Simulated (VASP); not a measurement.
Set up this calculation in VASP 6.6.1, as the native input.

- Task: single point
- Functional: PBE
- Potentials or basis: VASP PAW PBE potentials, release 64 (Mo_sv)
- Cutoff: 520 eV
- k mesh: 17 × 17 × 17
- Occupations: fermi-dirac, width 0.05 eV
- Spin: collinear spin, ferromagnetic start
- Starting moments: [0.2] μB
- Fixed moment: 0.2 μB
- Dipole correction: no
- Further INCAR settings: ALGO = Normal; EDIFF = 1e-07; NBANDS = 17

The structure of Mo lies in POSCAR:

```
Mo
1.0
   -1.5734150000      1.5734150000      1.5734150000
    1.5734150000     -1.5734150000      1.5734150000
    1.5734150000      1.5734150000     -1.5734150000
Mo
1
Direct
    0.0000000000      0.0000000000      0.0000000000
```

These files were run (other wordings do the same):

INCAR

```
SYSTEM = Mo
ALGO = Normal
EDIFF = 1E-7
ENCUT = 520
GGA = PE
ISIF = 2
ISMEAR = -1
ISPIN = 2
LASPH = .TRUE.
LCHARG = .FALSE.
LMAXMIX = 4
LORBIT = 11
LREAL = .FALSE.
LWAVE = .FALSE.
MAGMOM = 0.2
NBANDS = 17
NELM = 150
NUPDOWN = 0.2
PREC = Accurate
SIGMA = 0.05
```

KPOINTS

```
k-points
0
G
  17 17 17
  0 0 0
```

Potentials or basis: VASP PAW PBE potentials, release 64 (Mo_sv).

Launch:

```sh
$ cat potpaw_PBE.64/Mo_sv/POTCAR > POTCAR
$ mpirun -np 1 vasp_std > vasp.out
```

It gave:

```yaml
Pressure: 4.3 GPa
Net_moment: 0.20 μB per cell
Site_moments: Mo +0.16 μB
Valence_electrons_inside_the_program's_atomic_spheres: Mo 12.51
```

Caveat: the total moment is fixed, so each spin has its own Fermi level.

Wall time 26 s on 1 thread of Intel(R) Xeon(R) 6975P-C (Granite Rapids) (shared host), peak memory 0.18 GiB.
